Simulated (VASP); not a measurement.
# Cr (Fm-3m) in VASP: single point with LDA

Aim: the single point of Cr with LDA.

All numbers are computed with VASP 6.6.1; they aren't measurements. Logs are shortened: lines on timing, memory, paths and dates and some standing lists are left out, and cuts for length are marked.

## Step 1: The cell of the first run

The structure is cubic, space group Fm-3m (No. 225). Conventional cell: a = 3.552 Å, b = 3.552 Å, c = 3.552 Å, α = 90.00°, β = 90.00°, γ = 90.00°. Cr (site symmetry m-3m) has 12 Cr at 2.51 Å within 3.3 Å.

This isn't the form of Cr at room conditions, which is bcc.

## Step 2: Single point, LDA

The input, INCAR:

```
ALGO = Normal ; EDIFF = 1E-6
ENCUT = 520 ; ISIF = 2
ISMEAR = -1 ; LASPH = True
LCHARG = True ; LELF = True
LREAL = False ; LVHAR = True
LWAVE = False ; NBANDS = 12
NELM = 100 ; PREC = Accurate
SIGMA = 0.13605693000000002
```

The input, KPOINTS:

```
k-points
0
Gamma
  16 16 16
```

The input, POSCAR:

```
Cr
1.0
    0.0000000000      1.7758608533      1.7758608533
    1.7758608533      0.0000000000      1.7758608533
    1.7758608533      1.7758608533      0.0000000000
Cr
1
Direct
    0.0000000000      0.0000000000      0.0000000000
```

Potentials or basis: VASP PAW LDA potentials, release 64 (Cr_pv).

Started as:

```console
> cat potpaw_LDA.64/Cr_pv/POTCAR > POTCAR
> mpirun -np 1 vasp_std > vasp.out
```

OUTCAR:

```text
EDIFF = 1E-6
   ENCUT = 520
   ISIF = 2
   ISMEAR = -1
   LASPH = True
   LREAL = False
   NELM = 100
   PREC = Accurate

 ion  position               nearest neighbor table
   1  0.000  0.000  0.000-

  LATTYP: Found a face centered cubic cell.
 ALAT       =     3.5517217066

  Lattice vectors:

 A1 = (   0.0000000000,   1.7758608533,   1.7758608533)
 A2 = (   1.7758608533,   0.0000000000,   1.7758608533)
 A3 = (   1.7758608533,   1.7758608533,   0.0000000000)

Analysis of symmetry for initial positions (statically):
=====================================================================
 Subroutine PRICEL returns:
 Original cell was already a primitive cell.

 Routine SETGRP: Setting up the symmetry group for a
 face centered cubic supercell.

 Subroutine GETGRP returns: Found 48 space group operations
 (whereof 48 operations were pure point group operations)
 out of a pool of 48 trial point group operations.

The static configuration has the point symmetry O_h .

Analysis of symmetry for dynamics (positions and initial velocities):
=====================================================================
 Subroutine PRICEL returns:
 Original cell was already a primitive cell.

 Routine SETGRP: Setting up the symmetry group for a
 face centered cubic supercell.

 Subroutine GETGRP returns: Found 48 space group operations
 (whereof 48 operations were pure point group operations)
 out of a pool of 48 trial point group operations.

The dynamic configuration has the point symmetry O_h .

 Subroutine INISYM returns: Found 48 space group operations
 (whereof 48 operations are pure point group operations),
 and found     1 'primitive' translations

----------------------------------------------------------------------------------------

                                     Primitive cell

  volume of cell :      11.2010

  direct lattice vectors                    reciprocal lattice vectors
     0.000000000  1.775860853  1.775860853    -0.281553591  0.281553591  0.281553591
     1.775860853  0.000000000  1.775860853     0.281553591 -0.281553591  0.281553591
     1.775860853  1.775860853  0.000000000     0.281553591  0.281553591 -0.281553591

  length of vectors
     2.511446504  2.511446504  2.511446504     0.487665124  0.487665124  0.487665124

  position of ions in fractional coordinates (direct lattice)
     0.000000000  0.000000000  0.000000000

  ion indices of the primitive-cell ions
   primitive index   ion index
                 1           1

----------------------------------------------------------------------------------------

 KPOINTS: k-points

Automatic generation of k-mesh.
 Grid dimensions read from file:
 generate k-points for:   16   16   16

 Generating k-lattice:

  Cartesian coordinates                     Fractional coordinates (reciprocal lattice)
    -0.017597099  0.017597099  0.017597099     0.062500000  0.000000000  0.000000000
     0.017597099 -0.017597099  0.017597099     0.000000000  0.062500000  0.000000000
     0.017597099  0.017597099 -0.017597099     0.000000000  0.000000000  0.062500000

  Length of vectors
     0.030479070  0.030479070  0.030479070

  Shift w.r.t. Gamma in fractional coordinates (k-lattice)
     0.000000000  0.000000000  0.000000000

 Subroutine IBZKPT returns following result:
 ===========================================

 Found    145 irreducible k-points:

 Following reciprocal coordinates:
            Coordinates               Weight
  0.000000  0.000000  0.000000      1.000000
  0.062500  0.000000  0.000000      8.000000
  0.125000  0.000000  0.000000      8.000000
  0.187500  0.000000  0.000000      8.000000
  0.250000  0.000000  0.000000      8.000000
  0.312500  0.000000  0.000000      8.000000
[... 16 lines left out ...]
 -0.125000  0.062500  0.000000     24.000000
 -0.062500  0.062500  0.000000     12.000000
 [... further k-points ...]
   k-points           NKPTS =    145   k-points in BZ     NKDIM =    145   number of bands    NBANDS=     12
   number of dos      NEDOS =    301   number of ions     NIONS =      1
   total plane-waves  NPLWV =   8000
   dimension x,y,z NGX =    20 NGY =   20 NGZ =   20
   dimension x,y,z NGXF=    40 NGYF=   40 NGZF=   40
   ions per type =               1
   NGX,Y,Z   is equivalent  to a cutoff of  13.24, 13.24, 13.24 a.u.
   NGXF,Y,Z  is equivalent  to a cutoff of  26.48, 26.48, 26.48 a.u.
 SYSTEM =  unknown system
   PREC   = accura    normal or accurate (medium, high low for compatibility)
   ISTART =      0    job   : 0-new  1-cont  2-samecut
   ICHARG =      2    charge: 1-file 2-atom 10-const
   ISPIN  =      1    spin polarized calculation?
   LNONCOLLINEAR =      F non collinear calculations
   LSORBIT =      F    spin-orbit coupling
   LASPH  =      T    aspherical Exc in radial PAW
   ENCUT  =  520.0 eV  38.22 Ry    6.18 a.u.   4.67  4.67  4.67*2*pi/ulx,y,z
   NELM   =    100;   NELMIN=  2; NELMDL= -5     # of ELM steps
   EDIFF  = 0.1E-05   stopping-criterion for ELM
   LREAL  =      F    real-space projection
   EDIFFG = 0.1E-04   stopping-criterion for IOM
   NSW    =      0    number of steps for IOM
   IBRION =     -1    ionic relax: 0-MD 1-quasi-New 2-CG
   NFREE  =      0    steps in history (QN), initial steepest desc. (CG)
   ISIF   =      2    stress and relaxation
   ISYM   =      2    0-nonsym 1-usesym 2-fastsym
   POTIM  = 0.5000    time-step for ionic-motion
   TEBEG  =    0.0;   TEEND  =   0.0 temperature during run
   PSTRESS=    0.0 pullay stress
   NELECT =      12.0000    total number of electrons
   NUPDOWN=      -1.0000    fix difference up-down
   EMIN   =  10.00;   EMAX   =-10.00  energy-range for DOS
   EFERMI =   0.00;   METHOD = LEGACY
   ISMEAR =    -1;   SIGMA  =   0.14  broadening in eV -4-tet -1-fermi 0-gaus
   EFERMI_NEDOS =   21; number of points for ismear=-14 and -15
   IALGO  =     38    algorithm
   IMIX   =      4    mixing-type and parameters
     AMIX     =   0.40;   BMIX     =  1.00
     AMIX_MAG =   1.60;   BMIX_MAG =  1.00
  volume/ion in A,a.u.               =      11.20        75.59
  Fermi-wavevector in a.u.,A,eV,Ry     =   1.675134  3.165545 38.178970  2.806075
  Thomas-Fermi vector in A             =   2.759807
   LORBIT       =      0    0 simple, 1 ext, 2 COOP (PROOUT), +10 PAW based schemes
   GGA     = CA    functional components
   LHFCALC =     F    Hartree Fock is set to
   AEXX    =    0.0000 exact exchange contribution
   IVDW    =     0    specifies the selected vdW correction
   LEPSILON=     F    determine dielectric tensor
   LRPA    =     F    only Hartree local field effects (RPA)
 non-spin polarized calculation
  energy-cutoff  :      520.00
  volume of cell :       11.20
 maximum number of plane-waves:       314
   NGX =  9   NGY =  9   NGZ =  9

 number of electron      11.9999997 magnetization

 Free energy of the ion-electron system (eV)
  ---------------------------------------------------
  ext. energy  EPLUGINS =         0.00000000
  ---------------------------------------------------
  free energy    TOTEN  =       -10.26562857 eV

  energy without entropy =      -10.16631689  energy(sigma->0) =      -10.21597273

 E-fermi :  10.9827     XC(G=0): -14.1682

 val. band max:       10.9807749234   @ k =  -0.4375   0.1875   0.0625
 cond. band min:      10.9976992844   @ k =   0.2500   0.1875   0.0000
 fundamental gap:      0.0169243610
 Fermi energy:        10.9826703084

 k-point     1 :       0.0000    0.0000    0.0000
  band No.  band energies     occupation
      1     -30.8885      2.00000
      2     -30.8885      2.00000
      3     -30.8885      2.00000
      4       3.3522      2.00000
      5      10.4911      1.94746
      6      10.4911      1.94746
      7      10.4911      1.94746
      8      12.3631      0.00008
      9      12.3631      0.00008
     10      16.8029      0.00000
     11      31.2046      0.00000
     12      37.0968      0.00000

 k-point     2 :       0.0625    0.0000    0.0000
  band No.  band energies     occupation
      1     -30.9302      2.00000
      2     -30.8936      2.00000
      3     -30.8936      2.00000
      4       3.5198      2.00000
      5      10.4091      1.97091
      6      10.5485      1.92097
      7      10.5485      1.92097
      8      12.3302      0.00010
      9      12.3302      0.00010
     10      16.8029      0.00000
     11      31.2931      0.00000
     12      35.7686      0.00000

 k-point     3 :       0.1250    0.0000    0.0000
  band No.  band energies     occupation
      1     -31.0482      2.00000
      2     -30.9082      2.00000
      3     -30.9082      2.00000
      4       4.0038      2.00000
      5      10.1962      1.99384
      6      10.6897      1.79196
      7      10.6897      1.79196
      8      12.2670      0.00016
      9      12.2670      0.00016
     10      16.8028      0.00000
     11      31.2832      0.00000
     12      33.6242      0.00000
[... 286 lines left out ...]
 k-point    23 :      -0.1250    0.0625    0.0000
  band No.  band energies     occupation
      1     -31.1181      2.00000
      2     -30.9464      2.00000
      3     -30.9070      2.00000
      4       4.3642      2.00000
      5      10.0227      1.99828
      6      10.7900      1.60951
      7      10.8000      1.58582
      8      12.0375      0.00086
      9      12.4476      0.00004
     10      16.8028      0.00000
     11      31.1422      0.00000
     12      32.7630      0.00000

 k-point    24 :      -0.0625    0.0625    0.0000
  band No.  band energies     occupation
      1     -30.9888      2.00000
      2     -30.9172      2.00000
      3     -30.8952      2.00000
      4       3.7929      2.00000
      5      10.2651      1.98980
      6      10.6313      1.85947
      7      10.6600      1.82929
      8      12.1878      0.00028
      9      12.3818      0.00007
     10      16.8029      0.00000
     11      31.3907      0.00000
     12      34.5431      0.00000

 [... further k-points ...]

------------------------ aborting loop because EDIFF is reached ----------------------------------------

  FORCE on cell =-STRESS in cart. coord.  units (eV):
  Direction    XX          YY          ZZ          XY          YZ          ZX
  --------------------------------------------------------------------------------------
  -------------------------------------------------------------------------------------
  Total       -0.0653868     -0.0653868     -0.0653868     -0.0000000     -0.0000000      0.0000000
  in kB       -9.3528479     -9.3528479     -9.3528479     -0.0000000     -0.0000000      0.0000000
  external PRESSURE =      -9.3528479 kB  Pullay stress =       0.0000000 kB

 VOLUME and BASIS-vectors are now :
 -----------------------------------------------------------------------------
  energy-cutoff  :      520.00
  volume of cell :       11.20
      direct lattice vectors                 reciprocal lattice vectors
     0.000000000  1.775860853  1.775860853    -0.281553591  0.281553591  0.281553591
     1.775860853  0.000000000  1.775860853     0.281553591 -0.281553591  0.281553591
     1.775860853  1.775860853  0.000000000     0.281553591  0.281553591 -0.281553591

 POSITION                                       TOTAL-FORCE (eV/Angst)
 -----------------------------------------------------------------------------------
      0.00000      0.00000      0.00000         0.000000      0.000000      0.000000
 -----------------------------------------------------------------------------------
    total drift:                                0.000000      0.000000      0.000000

  FREE ENERGIE OF THE ION-ELECTRON SYSTEM (eV)
  ---------------------------------------------------
  free  energy   TOTEN  =       -10.2656285674 eV

  energy  without entropy=      -10.1663168879  energy(sigma->0) =      -10.21597273
```

Wall time 12 s (1 thread of Intel Xeon Platinum 8375C at 2.90GHz (Ice Lake), shared host); peak memory 0.13 GiB.

What came out:

| Item | Value |
| --- | --- |
| Free energy | -10.2656 eV |
| Pressure | -0.9 GPa |
| Band gap on the k mesh | zero (bands 6 and 7 overlap by 3.16 eV) |

Caveat: the run has no spin polarisation, though such a crystal can be magnetic. Spin polarisation is off, so any magnetic state and its effect on volume and gap are missing.
